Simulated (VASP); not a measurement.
# PtS2 (P-1) in VASP: notebook

PtS2 is run at these levels: PBE, r2SCAN; tasks: single point.

Program: VASP 6.6.1. These are calculated values, not measurements. Logs are shortened: lines on timing, memory, paths and dates and some standing lists are left out, and cuts for length are marked.

## 1. The cell of the first run

The typed cell holds 3 atoms: a = 5.881 Å, b = 5.893 Å, c = 5.887 Å, α = 35.17°, β = 34.60°, γ = 34.88°.

## 2. Single point, PBE (shear xy strain -1.9%)

Contents of INCAR:

```
SYSTEM = PtS2
ALGO     = Normal         ! electronic algorithm
EDIFF    = 1E-6           ! SCF threshold, eV
ENCUT    = 520            ! plane-wave cutoff, eV
GGA      = PE             ! functional
ISIF     = 2              ! what is computed and relaxed
ISMEAR   = -1             ! smearing method
LASPH    = .TRUE.         ! aspherical terms in the spheres
LCHARG   = .FALSE.        ! write CHGCAR
LREAL    = .FALSE.        ! projectors in reciprocal space
LWAVE    = .FALSE.        ! write WAVECAR
NBANDS   = 18             ! bands
NELM     = 100            ! most SCF steps
PREC     = Accurate       ! precision mode
SIGMA    = 0.02           ! smearing width, eV
```

Contents of KPOINTS:

```
k-points
0
G
  8 8 8
  0 0 0
```

Contents of POSCAR:

```
PtS2
1.0
    1.7546124325      1.0016747109      5.5230462124
   -1.7742733731      1.0357284589      5.5230462124
    0.0196609406     -2.0374031698      5.5230462124
Pt S
1 2
Direct
    0.0000000000      0.0000000000      0.0000000000
    0.2546904323      0.2618590597      0.2583470545
    0.7453095677      0.7381409403      0.7416529455
```

Potentials or basis: VASP PAW PBE potentials, release 64 (Pt, S).

Command:

```bash
$ cat potpaw_PBE.64/Pt/POTCAR potpaw_PBE.64/S/POTCAR > POTCAR
$ mpirun -np 1 vasp_std > vasp.out
```

OUTCAR:

```text
SYSTEM = PtS2
   EDIFF = 1E-6
   ENCUT = 520
   GGA = PE
   ISIF = 2
   ISMEAR = -1
   LASPH = .TRUE.
   LREAL = .FALSE.
   NELM = 100
   PREC = Accurate

 ion  position               nearest neighbor table
   1  0.000  0.000  0.000-   3 2.38   2 2.38   2 2.39   3 2.39   2 2.39   3 2.39
   2  0.255  0.262  0.258-   1 2.38   1 2.39   1 2.39
   3  0.745  0.738  0.742-   1 2.38   1 2.39   1 2.39

  LATTYP: Found a triclinic cell.
 ALAT       =     3.5290501111
 B/A-ratio  =     1.0083217413
 C/A-ratio  =     1.6664515744
 COS(alpha) =     0.0033153884
 COS(beta)  =     0.2966957434
 COS(gamma) =     0.5124482720

  Lattice vectors:

 A1 = (  -3.5288858056,   0.0340537480,   0.0000000000)
 A2 = (  -1.7939343137,   3.0731316287,   0.0000000000)
 A3 = (  -1.7546124325,  -1.0016747109,  -5.5230462124)

Analysis of symmetry for initial positions (statically):
=====================================================================
 Subroutine PRICEL returns:
 Original cell was already a primitive cell.

 Routine SETGRP: Setting up the symmetry group for a
 triclinic supercell.

 Subroutine GETGRP returns: Found  2 space group operations
 (whereof  2 operations were pure point group operations)
 out of a pool of  2 trial point group operations.

The static configuration has the point symmetry S_2 .

Analysis of symmetry for dynamics (positions and initial velocities):
=====================================================================
 Subroutine PRICEL returns:
 Original cell was already a primitive cell.

 Routine SETGRP: Setting up the symmetry group for a
 triclinic supercell.

 Subroutine GETGRP returns: Found  2 space group operations
 (whereof  2 operations were pure point group operations)
 out of a pool of  2 trial point group operations.

The dynamic configuration has the point symmetry S_2 .

 Subroutine INISYM returns: Found  2 space group operations
 (whereof  2 operations are pure point group operations),
 and found     1 'primitive' translations

----------------------------------------------------------------------------------------

                                     Primitive cell

  volume of cell :      59.5585

  direct lattice vectors                    reciprocal lattice vectors
     1.754612433  1.001674711  5.523046212     0.284980908  0.166357023  0.060353168
    -1.774273373  1.035728459  5.523046212    -0.281822999  0.160887365  0.060353168
     0.019660941 -2.037403170  5.523046212    -0.003157908 -0.327244388  0.060353168

  length of vectors
     5.880991114  5.892776842  5.886886927     0.335456825  0.330077949  0.332778255

  position of ions in fractional coordinates (direct lattice)
     0.000000000  0.000000000  0.000000000
     0.254690432  0.261859060  0.258347054
     0.745309568  0.738140940  0.741652946

  ion indices of the primitive-cell ions
   primitive index   ion index
                 1           1
                 2           2
                 3           3

----------------------------------------------------------------------------------------

 KPOINTS: k-points

Automatic generation of k-mesh.
 Grid dimensions read from file:
 generate k-points for:    8    8    8

 Generating k-lattice:

  Cartesian coordinates                     Fractional coordinates (reciprocal lattice)
     0.035622613  0.020794628  0.007544146     0.125000000  0.000000000  0.000000000
    -0.035227875  0.020110921  0.007544146     0.000000000  0.125000000  0.000000000
    -0.000394739 -0.040905549  0.007544146     0.000000000  0.000000000  0.125000000

  Length of vectors
     0.041932103  0.041259744  0.041597282

  Shift w.r.t. Gamma in fractional coordinates (k-lattice)
     0.000000000  0.000000000  0.000000000

 Subroutine IBZKPT returns following result:
 ===========================================

 Found    260 irreducible k-points:

 Following reciprocal coordinates:
            Coordinates               Weight
  0.000000  0.000000  0.000000      1.000000
  0.125000 -0.000000  0.000000      2.000000
  0.250000 -0.000000  0.000000      2.000000
  0.375000  0.000000  0.000000      2.000000
  0.500000 -0.000000  0.000000      1.000000
  0.000000  0.125000  0.000000      2.000000
[... 16 lines left out ...]
  0.125000  0.375000  0.000000      2.000000
  0.250000  0.375000  0.000000      2.000000
 [... further k-points ...]
   k-points           NKPTS =    260   k-points in BZ     NKDIM =    260   number of bands    NBANDS=     18
   number of dos      NEDOS =    301   number of ions     NIONS =      3
   total plane-waves  NPLWV = 110592
   dimension x,y,z NGX =    48 NGY =   48 NGZ =   48
   dimension x,y,z NGXF=    96 NGYF=   96 NGZF=   96
   ions per type =               1   2
   NGX,Y,Z   is equivalent  to a cutoff of  13.57, 13.54, 13.56 a.u.
   NGXF,Y,Z  is equivalent  to a cutoff of  27.14, 27.08, 27.11 a.u.
 SYSTEM =  PtS2
   PREC   = accura    normal or accurate (medium, high low for compatibility)
   ISTART =      0    job   : 0-new  1-cont  2-samecut
   ICHARG =      2    charge: 1-file 2-atom 10-const
   ISPIN  =      1    spin polarized calculation?
   LNONCOLLINEAR =      F non collinear calculations
   LSORBIT =      F    spin-orbit coupling
   LASPH  =      T    aspherical Exc in radial PAW
   ENCUT  =  520.0 eV  38.22 Ry    6.18 a.u.  10.93 10.96 10.95*2*pi/ulx,y,z
   NELM   =    100;   NELMIN=  2; NELMDL= -5     # of ELM steps
   EDIFF  = 0.1E-05   stopping-criterion for ELM
   LREAL  =      F    real-space projection
   EDIFFG = 0.1E-04   stopping-criterion for IOM
   NSW    =      0    number of steps for IOM
   IBRION =     -1    ionic relax: 0-MD 1-quasi-New 2-CG
   NFREE  =      0    steps in history (QN), initial steepest desc. (CG)
   ISIF   =      2    stress and relaxation
   ISYM   =      2    0-nonsym 1-usesym 2-fastsym
   POTIM  = 0.5000    time-step for ionic-motion
   TEBEG  =    0.0;   TEEND  =   0.0 temperature during run
   PSTRESS=    0.0 pullay stress
   NELECT =      22.0000    total number of electrons
   NUPDOWN=      -1.0000    fix difference up-down
   EMIN   =  10.00;   EMAX   =-10.00  energy-range for DOS
   EFERMI =   0.00;   METHOD = LEGACY
   ISMEAR =    -1;   SIGMA  =   0.02  broadening in eV -4-tet -1-fermi 0-gaus
   EFERMI_NEDOS =   21; number of points for ismear=-14 and -15
   IALGO  =     38    algorithm
   IMIX   =      4    mixing-type and parameters
     AMIX     =   0.40;   BMIX     =  1.00
     AMIX_MAG =   1.60;   BMIX_MAG =  1.00
  volume/ion in A,a.u.               =      19.85       133.97
  Fermi-wavevector in a.u.,A,eV,Ry     =   1.174630  2.219729 18.772710  1.379755
  Thomas-Fermi vector in A             =   2.311024
   LORBIT       =      0    0 simple, 1 ext, 2 COOP (PROOUT), +10 PAW based schemes
   GGA     = PE    functional components
   LHFCALC =     F    Hartree Fock is set to
   AEXX    =    0.0000 exact exchange contribution
   IVDW    =     0    specifies the selected vdW correction
   LEPSILON=     F    determine dielectric tensor
   LRPA    =     F    only Hartree local field effects (RPA)
 non-spin polarized calculation
  energy-cutoff  :      520.00
  volume of cell :       59.56
 maximum number of plane-waves:      1628
 NGX is ok and might be reduce to    48
   NGX = 21   NGY = 21   NGZ = 21

 number of electron      21.9999999 magnetization

 Free energy of the ion-electron system (eV)
  ---------------------------------------------------
  ext. energy  EPLUGINS =         0.00000000
  ---------------------------------------------------
  free energy    TOTEN  =       -15.40620236 eV

  energy without entropy =      -15.40620236  energy(sigma->0) =      -15.40620236

 E-fermi :   5.8522     XC(G=0): -10.0990

 val. band max:        5.3974180777   @ k =   0.2500   0.1250   0.1250
 cond. band min:       6.3776877233   @ k =  -0.2500  -0.0000   0.2500
 fundamental gap:      0.9802696456
 Fermi energy:         5.8521671680

 k-point     1 :       0.0000    0.0000    0.0000
  band No.  band energies     occupation
      1      -9.2878      2.00000
      2      -6.7864      2.00000
      3      -0.8938      2.00000
      4      -0.7095      2.00000
      5      -0.6444      2.00000
      6       1.9556      2.00000
[... 10 lines left out ...]
     17      13.7642      0.00000
     18      16.7831      0.00000

 k-point     2 :       0.1250   -0.0000    0.0000
  band No.  band energies     occupation
      1      -9.0839      2.00000
      2      -6.8523      2.00000
      3      -0.7264      2.00000
      4      -0.5860      2.00000
      5      -0.5377      2.00000
      6       1.7320      2.00000
[... 10 lines left out ...]
     17      14.1644      0.00000
     18      16.1485      0.00000

 k-point     3 :       0.2500   -0.0000    0.0000
  band No.  band energies     occupation
      1      -8.5336      2.00000
      2      -6.9996      2.00000
      3      -0.5824      2.00000
      4      -0.3350      2.00000
      5       0.0893      2.00000
      6       0.7672      2.00000
[... 10 lines left out ...]
     17      15.2071      0.00000
     18      15.4947      0.00000

 k-point     4 :       0.3750    0.0000    0.0000
  band No.  band energies     occupation
      1      -7.8818      2.00000
      2      -7.1023      2.00000
      3      -0.9376      2.00000
      4      -0.2011      2.00000
      5       0.2176      2.00000
      6       0.9823      2.00000
[... 375 lines left out ...]
      4      -0.1233      2.00000
      5       0.2516      2.00000
      6       0.9533      2.00000
[... 10 lines left out ...]
     17      15.4444      0.00000
     18      16.0054      0.00000

 k-point    23 :       0.1250    0.3750    0.0000
  band No.  band energies     occupation
      1      -8.1027      2.00000
      2      -7.1278      2.00000
      3      -0.5506      2.00000
      4      -0.3365      2.00000
      5       0.4653      2.00000
      6       0.6546      2.00000
[... 10 lines left out ...]
     17      14.8875      0.00000
     18      15.2751      0.00000

 k-point    24 :       0.2500    0.3750    0.0000
  band No.  band energies     occupation
      1      -8.0631      2.00000
      2      -7.1613      2.00000
      3      -0.5298      2.00000
      4      -0.2771      2.00000
      5       0.1679      2.00000
      6       0.9071      2.00000
[... 10 lines left out ...]
     17      14.4833      0.00000
     18      15.8988      0.00000

 [... further k-points ...]
[... 5 lines left out ...]
  --------------------------------------------------------------------------------------
  -------------------------------------------------------------------------------------
  Total        1.2957416      1.2962178      0.8030097      0.4080071     -0.0003201      0.0026403
  in kB       34.8565914     34.8694000     21.6016696     10.9757502     -0.0086122      0.0710272
  external PRESSURE =      30.4425537 kB  Pullay stress =       0.0000000 kB

 VOLUME and BASIS-vectors are now :
 -----------------------------------------------------------------------------
  energy-cutoff  :      520.00
  volume of cell :       59.56
      direct lattice vectors                 reciprocal lattice vectors
     1.754612433  1.001674711  5.523046212     0.284980908  0.166357023  0.060353168
    -1.774273373  1.035728459  5.523046212    -0.281822999  0.160887365  0.060353168
     0.019660941 -2.037403170  5.523046212    -0.003157908 -0.327244388  0.060353168

 POSITION                                       TOTAL-FORCE (eV/Angst)
 -----------------------------------------------------------------------------------
      0.00000      0.00000      0.00000         0.000000      0.000000     -0.000000
     -0.01265     -0.00003      4.27979        -0.005314     -0.000012     -0.010442
      0.01265      0.00003     12.28935         0.005314      0.000012      0.010442
 -----------------------------------------------------------------------------------
    total drift:                                0.000000      0.000000     -0.000000

  FREE ENERGIE OF THE ION-ELECTRON SYSTEM (eV)
  ---------------------------------------------------
  free  energy   TOTEN  =       -15.4062023554 eV

  energy  without entropy=      -15.4062023554  energy(sigma->0) =      -15.40620236
```

Wall time 7.8 min (1 thread of Intel Xeon Platinum 8259CL at 2.50GHz (Skylake/Cascade Lake), shared host); peak memory 0.5 GiB.

What came out:

```
Free energy            : -15.4062 eV
Pressure               : 3.0 GPa
Largest force          : 0.012 eV/Å
Band gap on the k mesh : 0.98 eV, indirect (least direct gap 1.17 eV)
```

Forces on the atoms (eV/Å):
```
Pt   0.000  0.000  0.000
S   -0.005  0.000 -0.010
S    0.005  0.000  0.010
```

Stress tensor (GPa, compression positive):
```
3.49 1.10 0.01
1.10 3.49 0.00
0.01 0.00 2.16
```

Levels at points of the mesh, in eV from the valence-band top:
```
           k point  band 8  band 9  band 10  band 11  band 12  band 13  band 14  band 15
(0.00, 0.00, 0.00)   -1.57   -0.73    -0.60    -0.15     2.68     2.69     5.39     5.60
(0.50, 0.00, 0.00)   -2.56   -2.46    -2.19    -2.09     2.12     2.30     5.84     6.37
(0.00, 0.50, 0.00)   -2.57   -2.32    -2.27    -2.19     2.04     2.33     6.03     6.54
(0.50, 0.50, 0.00)   -2.63   -2.56    -2.20    -1.67     2.70     2.86     4.38     5.97
(0.00, 0.00, 0.50)   -2.55   -2.37    -2.25    -2.13     2.07     2.33     5.94     6.45
(0.50, 0.00, 0.50)   -2.64   -2.46    -2.26    -1.72     2.73     2.81     4.43     6.05
(0.00, 0.50, 0.50)   -2.65   -2.63    -2.16    -1.62     2.73     2.86     4.31     5.88
(0.50, 0.50, 0.50)   -2.07   -1.02    -0.87    -0.74     2.82     2.83     5.78     7.23
```

Caveat: the cell differs from its parent crystal (shear xy strain -1.9%); spin-orbit coupling is left out, which moves the levels of the heavy elements.

## 3. Single point, r2SCAN (shear xy strain -1.9%)

POSCAR is that of step 2.

Contents of INCAR.step1:

```
PREC = Accurate ; ENCUT = 520
ISMEAR = 0 ; SIGMA = 0.01
LREAL = False ; LASPH = True
NELM = 100 ; NBANDS = 18
GGA = PE ; ALGO = Normal
EDIFF = 1E-4 ; LWAVE = True
LCHARG = False
```

Contents of INCAR.step2:

```
PREC = Accurate ; ENCUT = 520
EDIFF = 1E-6 ; ISMEAR = 0
SIGMA = 0.01 ; LREAL = False
LASPH = True ; NELM = 100
ALGO = Normal ; ISIF = 2
LWAVE = False ; LCHARG = False
METAGGA = R2SCAN ; LMIXTAU = True
NBANDS = 18 ; ISTART = 1
```

Contents of KPOINTS:

```
regular mesh
0
Gamma
  8 8 8
```

Potentials or basis: VASP PAW PBE potentials, release 64 (Pt, S).

Command:

```bash
$ cat potpaw_PBE.64/Pt/POTCAR potpaw_PBE.64/S/POTCAR > POTCAR
$ cp INCAR.step1 INCAR
$ mpirun -np 1 vasp_std > vasp.out
$ cp INCAR.step2 INCAR
$ mpirun -np 1 vasp_std > vasp.out
```

It took 31 min on 1 thread of Intel Xeon Platinum 8259CL at 2.50GHz (Skylake/Cascade Lake), shared host; peak memory 0.54 GiB.

Results (log left out):

| Item | Value |
| --- | --- |
| Free energy | -68.8532 eV |
| Pressure | 1.1 GPa |
| Largest force | 0.046 eV/Å |
| Band gap on the k mesh | 1.12 eV, indirect (least direct gap 1.37 eV) |

Forces on the atoms (eV/Å):
```
Pt   0.000  0.000  0.000
S    0.000  0.000  0.046
S    0.000  0.000 -0.046
```

Stress tensor (GPa, compression positive):
```
 1.13  1.19 -0.03
 1.19  1.14  0.00
-0.03  0.00  1.04
```

Levels at points of the mesh, in eV from the valence-band top:
| k point | band 9 | band 10 | band 11 | band 12 | band 13 | band 14 |
| --- | --- | --- | --- | --- | --- | --- |
| (0.00, 0.00, 0.00) | -0.76 | -0.62 | -0.13 | 2.87 | 2.88 | 5.89 |
| (0.50, 0.00, 0.00) | -2.55 | -2.24 | -2.19 | 2.32 | 2.48 | 6.22 |
| (0.00, 0.50, 0.00) | -2.37 | -2.35 | -2.29 | 2.23 | 2.51 | 6.42 |
| (0.50, 0.50, 0.00) | -2.65 | -2.32 | -1.73 | 2.89 | 3.06 | 4.69 |
| (0.00, 0.00, 0.50) | -2.45 | -2.31 | -2.23 | 2.26 | 2.51 | 6.32 |
| (0.50, 0.00, 0.50) | -2.55 | -2.38 | -1.78 | 2.92 | 3.01 | 4.76 |
| (0.00, 0.50, 0.50) | -2.75 | -2.28 | -1.67 | 2.92 | 3.06 | 4.63 |
| (0.50, 0.50, 0.50) | -1.03 | -0.91 | -0.76 | 3.01 | 3.03 | 6.28 |

Caveat: the cell differs from its parent crystal (shear xy strain -1.9%); the PAW data sets were made with another functional, which shifts forces and pressure a little; spin-orbit coupling is left out, which moves the levels of the heavy elements.
